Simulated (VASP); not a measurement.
# KCl in VASP: further runs, part 2 of 2

VASP 6.6.1. The steps go on from the part before.

### 4 Single point, LDA (equal xy, yz and zx shear strains of -2 %)

INCAR

```
SYSTEM = KCl
ALGO     = Normal         ! electronic algorithm
EDIFF    = 1E-7           ! SCF threshold, eV
ENCUT    = 520            ! plane-wave cutoff, eV
GGA      = CA             ! functional
ISIF     = 2              ! what is computed and relaxed
ISMEAR   = -1             ! smearing method
LASPH    = .True.         ! aspherical terms in the spheres
LCHARG   = .False.        ! write CHGCAR
LREAL    = .False.        ! projectors in reciprocal space
LWAVE    = .False.        ! write WAVECAR
NBANDS   = 15             ! bands
NELM     = 60             ! most SCF steps
PREC     = Accurate       ! precision mode
SIGMA    = 0.03           ! smearing width, eV
```

KPOINTS

```
k-points
0
Gamma
  7 7 7
  0 0 0
```

POSCAR

```
KCl
1.0
   -0.0631220000      3.1245390000      3.1245390000
    3.1245390000     -0.0631220000      3.1245390000
    3.1245390000      3.1245390000     -0.0631220000
K Cl
1 1
Direct
    0.0000000000      0.0000000000      0.0000000000
    0.5000000000      0.5000000000      0.5000000000
```

Potentials or basis: VASP PAW LDA potentials, release 64 (K_sv, Cl).

On the command line:

```console
$ cat potpaw_LDA.64/K_sv/POTCAR potpaw_LDA.64/Cl/POTCAR > POTCAR
$ mpirun -np 1 vasp_std > vasp.out
```

OUTCAR:

```text
SYSTEM = KCl
   EDIFF = 1E-7
   ENCUT = 520
   GGA = CA
   ISIF = 2
   ISMEAR = -1
   LASPH = .True.
   LREAL = .False.
   NELM = 60
   PREC = Accurate

 ion  position               nearest neighbor table
   1  0.000  0.000  0.000-   2 3.16   2 3.16   2 3.16   2 3.16   2 3.16   2 3.16
   2  0.500  0.500  0.500-   1 3.16   1 3.16   1 3.16   1 3.16   1 3.16   1 3.16

  LATTYP: Found a trigonal (rhomboedric) cell.
 ALAT       =     4.4192162554
 COS(alpha) =     0.4797000918

  Lattice vectors:

[... 619 lines left out ...]
------------------------ aborting loop because EDIFF is reached ----------------------------------------

  FORCE on cell =-STRESS in cart. coord.  units (eV):
  Direction    XX          YY          ZZ          XY          YZ          ZX
  --------------------------------------------------------------------------------------
  -------------------------------------------------------------------------------------
  Total       -0.8026747     -0.8026747     -0.8026747      0.0544841      0.0544841      0.0544841
  in kB      -20.4596919    -20.4596919    -20.4596919      1.3887674      1.3887674      1.3887674
  external PRESSURE =     -20.4596919 kB  Pullay stress =       0.0000000 kB

 VOLUME and BASIS-vectors are now :
 -----------------------------------------------------------------------------
  energy-cutoff  :      520.00
  volume of cell :       62.86
      direct lattice vectors                 reciprocal lattice vectors
    -0.063122000  3.124539000  3.124539000    -0.155254263  0.158455382  0.158455382
     3.124539000 -0.063122000  3.124539000     0.158455382 -0.155254263  0.158455382
     3.124539000  3.124539000 -0.063122000     0.158455382  0.158455382 -0.155254263

 POSITION                                       TOTAL-FORCE (eV/Angst)
 -----------------------------------------------------------------------------------
      0.00000      0.00000      0.00000        -0.000000      0.000000      0.000000
      3.09298      3.09298      3.09298         0.000000     -0.000000     -0.000000
 -----------------------------------------------------------------------------------
    total drift:                                0.000000      0.000000      0.000000

  FREE ENERGIE OF THE ION-ELECTRON SYSTEM (eV)
  ---------------------------------------------------
  free  energy   TOTEN  =        -7.3614282444 eV

  energy  without entropy=       -7.3614282444  energy(sigma->0) =       -7.36142824
```

OSZICAR:

```text
N       E                     dE             d eps       ncg     rms          rms(c)
DAV:   1     0.108761095369E+03    0.10876E+03   -0.70996E+03  1320   0.963E+02
DAV:   2    -0.579842187405E+00   -0.10934E+03   -0.99478E+02  1716   0.254E+02
DAV:   3    -0.742388945158E+01   -0.68440E+01   -0.68024E+01  1825   0.540E+01
DAV:   4    -0.765886900220E+01   -0.23498E+00   -0.23491E+00  1998   0.982E+00
DAV:   5    -0.766128692281E+01   -0.24179E-02   -0.24179E-02  1861   0.104E+00    0.338E+00
DAV:   6    -0.738998642083E+01    0.27130E+00   -0.37061E-01  1677   0.321E+00    0.271E+00
DAV:   7    -0.736201938999E+01    0.27967E-01   -0.60425E-02  1803   0.153E+00    0.159E+00
DAV:   8    -0.736131920054E+01    0.70019E-03   -0.10808E-02  1947   0.780E-01    0.233E-01
DAV:   9    -0.736130363849E+01    0.15562E-04   -0.56131E-04  1707   0.139E-01    0.817E-02
DAV:  10    -0.736142659919E+01   -0.12296E-03   -0.81352E-05  1538   0.665E-02    0.134E-02
DAV:  11    -0.736142777356E+01   -0.11744E-05   -0.37746E-06  2045   0.139E-02    0.618E-03
DAV:  12    -0.736142826346E+01   -0.48990E-06   -0.14714E-06  1573   0.842E-03    0.304E-03
DAV:  13    -0.736142824442E+01    0.19046E-07   -0.22548E-07  1691   0.344E-03
   1 F= -.73614282E+01 E0= -.73614282E+01  d E =-.133460E-11
```

stdout:

```text
POSCAR found type information on POSCAR K Cl
 POSCAR found :  2 types and       2 ions
 scaLAPACK will be used
 LDA part: xc-table for (Slater(with rela. corr.)+CA(PZ))
 , standard interpolation
 POSCAR, INCAR and KPOINTS ok, starting setup
 FFT: planning ... GRIDC
 FFT: planning ... GRID_SOFT
 FFT: planning ... GRID
 WAVECAR not read
 entering main loop
```

It used 82 s of CPU time on 1 thread of AMD EPYC 7R13 Processor (Zen 3), on a shared host.

Results:

| Item | Value |
| --- | --- |
| Free energy | -7.3614 eV |
| Pressure | -2.0 GPa |
| Band gap on the k mesh | 4.68 eV, direct |

Caveat: the cell differs from its parent crystal (equal xy, yz and zx shear strains of -2 %). A k mesh can miss the band edges.

### 5 Single point, LDA (equal xy, yz and zx shear strains of +1 %)

INCAR

```
SYSTEM = KCl
PREC = Accurate ; ENCUT = 520
EDIFF = 1E-7 ; ISMEAR = -1
SIGMA = 0.03 ; LREAL = .False.
LASPH = .True. ; NELM = 80
ALGO = Normal ; ISIF = 2
LWAVE = .False. ; LCHARG = .False.
NBANDS = 15
```

KPOINTS

```
regular mesh
0
Gamma
  7 7 7
  0 0 0
```

POSCAR

```
KCl
1.0
    0.0315610000      3.1718805000      3.1718805000
    3.1718805000      0.0315610000      3.1718805000
    3.1718805000      3.1718805000      0.0315610000
K Cl
1 1
Direct
    0.0000000000      0.0000000000      0.0000000000
    0.5000000000      0.5000000000      0.5000000000
```

On the command line:

```console
$ cat potpaw_LDA.64/K_sv/POTCAR potpaw_LDA.64/Cl/POTCAR > POTCAR
$ mpirun -np 1 vasp_std > vasp.out
```

It used 140 s of CPU time on 1 thread of AMD EPYC 7R13 Processor (Zen 3), with other jobs on the host.

Results (log left out):

```
Free energy            : -7.3625 eV
Pressure               : -2.0 GPa
Band gap on the k mesh : 4.71 eV, direct
```

Stress tensor (GPa, compression positive):
```
-2.04 -0.07 -0.07
-0.07 -2.04 -0.07
-0.07 -0.07 -2.04
```

Levels at points of the mesh, in eV from the valence-band top:
```csv
k point,band 6,band 7,band 8,band 9,band 10,band 11
"(0.00, 0.00, 0.00)",-0.03,0.00,0.00,4.71,7.99,8.11
```

Caveat: the cell differs from its parent crystal (equal xy, yz and zx shear strains of +1 %).

### 6 Single point, LDA (equal xy, yz and zx shear strains of +3 %)

INCAR

```
SYSTEM = KCl
ALGO = Normal ; EDIFF = 1E-6
ENCUT = 520 ; GGA = CA
ISIF = 2 ; ISMEAR = -1
LASPH = .True. ; LCHARG = .True.
LELF = .True. ; LREAL = .False.
LVHAR = .True. ; LWAVE = .False.
NBANDS = 15 ; NELM = 80
PREC = Accurate ; SIGMA = 0.03
```

KPOINTS

```
k-points
0
Gamma
  7 7 7
  0 0 0
```

POSCAR

```
KCl
1.0
    0.0946830000      3.2034415000      3.2034415000
    3.2034415000      0.0946830000      3.2034415000
    3.2034415000      3.2034415000      0.0946830000
K Cl
1 1
Direct
    0.0000000000      0.0000000000      0.0000000000
    0.5000000000      0.5000000000      0.5000000000
```

Potentials or basis: VASP PAW LDA potentials, release 64 (K_sv, Cl).

On the command line:

```console
$ cat potpaw_LDA.64/K_sv/POTCAR potpaw_LDA.64/Cl/POTCAR > POTCAR
$ mpirun -np 1 vasp_std > vasp.out
```

OUTCAR:

```text
SYSTEM = KCl
   EDIFF = 1E-6
   ENCUT = 520
   GGA = CA
   ISIF = 2
   ISMEAR = -1
   LASPH = .True.
   LREAL = .False.
   NELM = 80
   PREC = Accurate

 ion  position               nearest neighbor table
   1  0.000  0.000  0.000-   2 3.16   2 3.16   2 3.16   2 3.16   2 3.16   2 3.16
   2  0.500  0.500  0.500-   1 3.16   1 3.16   1 3.16   1 3.16   1 3.16   1 3.16

  LATTYP: Found a trigonal (rhomboedric) cell.
 ALAT       =     4.5313397311
 COS(alpha) =     0.5293254421

  Lattice vectors:

 A1 = (   0.0946830000,   3.2034415000,   3.2034415000)
 A2 = (   3.2034415000,   0.0946830000,   3.2034415000)
 A3 = (   3.2034415000,   3.2034415000,   0.0946830000)

Analysis of symmetry for initial positions (statically):
=====================================================================
 Subroutine PRICEL returns:
 Original cell was already a primitive cell.

 Routine SETGRP: Setting up the symmetry group for a
 trigonal (rhombohedral) supercell.

 Subroutine GETGRP returns: Found 12 space group operations
 (whereof 12 operations were pure point group operations)
 out of a pool of 12 trial point group operations.

The static configuration has the point symmetry D_3d.

Analysis of symmetry for dynamics (positions and initial velocities):
=====================================================================
 Subroutine PRICEL returns:
 Original cell was already a primitive cell.

 Routine SETGRP: Setting up the symmetry group for a
 trigonal (rhombohedral) supercell.

 Subroutine GETGRP returns: Found 12 space group operations
 (whereof 12 operations were pure point group operations)
 out of a pool of 12 trial point group operations.

The dynamic configuration has the point symmetry D_3d.

 Subroutine INISYM returns: Found 12 space group operations
 (whereof 12 operations are pure point group operations),
 and found     1 'primitive' translations

----------------------------------------------------------------------------------------

                                     Primitive cell

  volume of cell :      62.8336

  direct lattice vectors                    reciprocal lattice vectors
     0.094683000  3.203441500  3.203441500    -0.163178180  0.158493639  0.158493639
     3.203441500  0.094683000  3.203441500     0.158493639 -0.163178180  0.158493639
     3.203441500  3.203441500  0.094683000     0.158493639  0.158493639 -0.163178180

  length of vectors
     4.531339731  4.531339731  4.531339731     0.277250041  0.277250041  0.277250041

  position of ions in fractional coordinates (direct lattice)
     0.000000000  0.000000000  0.000000000
     0.500000000  0.500000000  0.500000000

  ion indices of the primitive-cell ions
   primitive index   ion index
                 1           1
                 2           2

----------------------------------------------------------------------------------------

 KPOINTS: k-points

Automatic generation of k-mesh.
 Grid dimensions read from file:
 generate k-points for:    7    7    7

 Generating k-lattice:

  Cartesian coordinates                     Fractional coordinates (reciprocal lattice)
    -0.023311169  0.022641948  0.022641948     0.142857143  0.000000000 -0.000000000
     0.022641948 -0.023311169  0.022641948     0.000000000  0.142857143 -0.000000000
     0.022641948  0.022641948 -0.023311169     0.000000000  0.000000000  0.142857143

  Length of vectors
     0.039607149  0.039607149  0.039607149

[... 38 lines left out ...]
   dimension x,y,z NGX =    36 NGY =   36 NGZ =   36
   dimension x,y,z NGXF=    72 NGYF=   72 NGZF=   72
   ions per type =               1   1
   NGX,Y,Z   is equivalent  to a cutoff of  13.21, 13.21, 13.21 a.u.
   NGXF,Y,Z  is equivalent  to a cutoff of  26.42, 26.42, 26.42 a.u.
 SYSTEM =  KCl
   PREC   = accura    normal or accurate (medium, high low for compatibility)
   ISTART =      0    job   : 0-new  1-cont  2-samecut
   ICHARG =      2    charge: 1-file 2-atom 10-const
   ISPIN  =      1    spin polarized calculation?
   LNONCOLLINEAR =      F non collinear calculations
   LSORBIT =      F    spin-orbit coupling
   LASPH  =      T    aspherical Exc in radial PAW
   ENCUT  =  520.0 eV  38.22 Ry    6.18 a.u.   8.43  8.43  8.43*2*pi/ulx,y,z
   NELM   =     80;   NELMIN=  2; NELMDL= -5     # of ELM steps
   EDIFF  = 0.1E-05   stopping-criterion for ELM
   LREAL  =      F    real-space projection
   EDIFFG = 0.1E-04   stopping-criterion for IOM
   NSW    =      0    number of steps for IOM
   IBRION =     -1    ionic relax: 0-MD 1-quasi-New 2-CG
   NFREE  =      0    steps in history (QN), initial steepest desc. (CG)
   ISIF   =      2    stress and relaxation
   ISYM   =      2    0-nonsym 1-usesym 2-fastsym
   POTIM  = 0.5000    time-step for ionic-motion
   TEBEG  =    0.0;   TEEND  =   0.0 temperature during run
   PSTRESS=    0.0 pullay stress
   NELECT =      16.0000    total number of electrons
   NUPDOWN=      -1.0000    fix difference up-down
   EMIN   =  10.00;   EMAX   =-10.00  energy-range for DOS
   EFERMI =   0.00;   METHOD = LEGACY
   ISMEAR =    -1;   SIGMA  =   0.03  broadening in eV -4-tet -1-fermi 0-gaus
   EFERMI_NEDOS =   21; number of points for ismear=-14 and -15
   IALGO  =     38    algorithm
   IMIX   =      4    mixing-type and parameters
     AMIX     =   0.40;   BMIX     =  1.00
     AMIX_MAG =   1.60;   BMIX_MAG =  1.00
  volume/ion in A,a.u.               =      31.42       212.01
  Fermi-wavevector in a.u.,A,eV,Ry     =   1.037650  1.960874 14.649628  1.076717
  Thomas-Fermi vector in A             =   2.172098
   LORBIT       =      0    0 simple, 1 ext, 2 COOP (PROOUT), +10 PAW based schemes
   GGA     = CA    functional components
   LHFCALC =     F    Hartree Fock is set to
   AEXX    =    0.0000 exact exchange contribution
   IVDW    =     0    specifies the selected vdW correction
   LEPSILON=     F    determine dielectric tensor
   LRPA    =     F    only Hartree local field effects (RPA)
 non-spin polarized calculation
  energy-cutoff  :      520.00
  volume of cell :       62.83
 maximum number of plane-waves:      1706
 NGX is ok and might be reduce to    36
   NGX = 17   NGY = 17   NGZ = 17

 number of electron      16.0000002 magnetization

 Free energy of the ion-electron system (eV)
  ---------------------------------------------------
  ext. energy  EPLUGINS =         0.00000000
  ---------------------------------------------------
  free energy    TOTEN  =        -7.35937186 eV

  energy without entropy =       -7.35937186  energy(sigma->0) =       -7.35937186

 E-fermi :  -1.4951     XC(G=0):  -8.0761

 val. band max:       -2.0809559060   @ k =   0.0000   0.0000   0.0000
 cond. band min:       2.5974829858   @ k =   0.0000   0.0000   0.0000
 fundamental gap:      4.6784388918
 Fermi energy:        -1.4950695708

 k-point     1 :       0.0000    0.0000    0.0000
  band No.  band energies     occupation
      1     -28.9746      2.00000
      2     -14.1293      2.00000
      3     -12.6715      2.00000
      4     -12.6715      2.00000
      5     -12.6715      2.00000
      6      -2.1712      2.00000
      7      -2.0810      2.00000
      8      -2.0810      2.00000
      9       2.5975      0.00000
     10       5.7295      0.00000
     11       6.0894      0.00000
     12       6.0894      0.00000
     13       6.9036      0.00000
     14       6.9036      0.00000
[... 401 lines left out ...]
      2     -14.2146      2.00000
      3     -12.7244      2.00000
      4     -12.6951      2.00000
      5     -12.5376      2.00000
      6      -2.8992      2.00000
      7      -2.3914      2.00000
      8      -2.3434      2.00000
      9       4.7657      0.00000
     10       5.1034      0.00000
     11       7.6163      0.00000
     12       7.7110      0.00000
     13       7.9304      0.00000
     14       8.4315      0.00000
     15       9.6418      0.00000

 [... further k-points ...]

------------------------ aborting loop because EDIFF is reached ----------------------------------------

  FORCE on cell =-STRESS in cart. coord.  units (eV):
  Direction    XX          YY          ZZ          XY          YZ          ZX
  --------------------------------------------------------------------------------------
  -------------------------------------------------------------------------------------
  Total       -0.8062506     -0.8062506     -0.8062506     -0.0922646     -0.0922646     -0.0922646
  in kB      -20.5583703    -20.5583703    -20.5583703     -2.3526301     -2.3526301     -2.3526301
  external PRESSURE =     -20.5583703 kB  Pullay stress =       0.0000000 kB

 VOLUME and BASIS-vectors are now :
 -----------------------------------------------------------------------------
  energy-cutoff  :      520.00
  volume of cell :       62.83
      direct lattice vectors                 reciprocal lattice vectors
     0.094683000  3.203441500  3.203441500    -0.163178180  0.158493639  0.158493639
     3.203441500  0.094683000  3.203441500     0.158493639 -0.163178180  0.158493639
     3.203441500  3.203441500  0.094683000     0.158493639  0.158493639 -0.163178180

 POSITION                                       TOTAL-FORCE (eV/Angst)
 -----------------------------------------------------------------------------------
      0.00000      0.00000      0.00000        -0.000000     -0.000000      0.000000
      3.25078      3.25078      3.25078         0.000000      0.000000     -0.000000
 -----------------------------------------------------------------------------------
    total drift:                                0.000000      0.000000      0.000000

  FREE ENERGIE OF THE ION-ELECTRON SYSTEM (eV)
  ---------------------------------------------------
  free  energy   TOTEN  =        -7.3593718650 eV

  energy  without entropy=       -7.3593718649  energy(sigma->0) =       -7.35937186
```

stdout:

```text
POSCAR found type information on POSCAR K Cl
 POSCAR found :  2 types and       2 ions
 scaLAPACK will be used
 LDA part: xc-table for (Slater(with rela. corr.)+CA(PZ))
 , standard interpolation
 POSCAR, INCAR and KPOINTS ok, starting setup
 FFT: planning ... GRIDC
 FFT: planning ... GRID_SOFT
 FFT: planning ... GRID
 WAVECAR not read
 entering main loop
```

It used 69 s of CPU time on 1 thread of AMD EPYC 7R13 Processor (Zen 3), with other jobs on the host.

What came out:

- Free energy: -7.3594 eV
- Pressure: -2.1 GPa
- Band gap on the k mesh: 4.68 eV, direct

Caveat: the cell differs from its parent crystal (equal xy, yz and zx shear strains of +3 %).

### 7 Summary

```csv
cell,gap on the mesh (eV),pressure (GPa)
"a = 4.486, b = 4.486, c = 4.508 Å, angles 59.8, 59.8, 60.3°, 2 atoms",4.65,-2.3
"a = 4.508, b = 4.508, c = 4.553 Å, angles 59.7, 59.7, 60.7°, 2 atoms",4.59,-2.5
"a = 4.419 Å, angles 61.3°, 2 atoms",4.68,-2.0
"a = 4.486 Å, angles 59.3°, 2 atoms",4.71,-2.0
"a = 4.531 Å, angles 58.0°, 2 atoms",4.68,-2.1
```

Alike in all rows: task single point; level LDA; potentials or basis VASP PAW LDA potentials, release 64 (K_sv, Cl); no spin polarisation; k mesh 7 × 7 × 7; cutoff (eV) 520; smearing fermi-dirac 0.03 eV.

Total energies depend on the potentials used, so only differences within one code and one set of settings carry meaning.
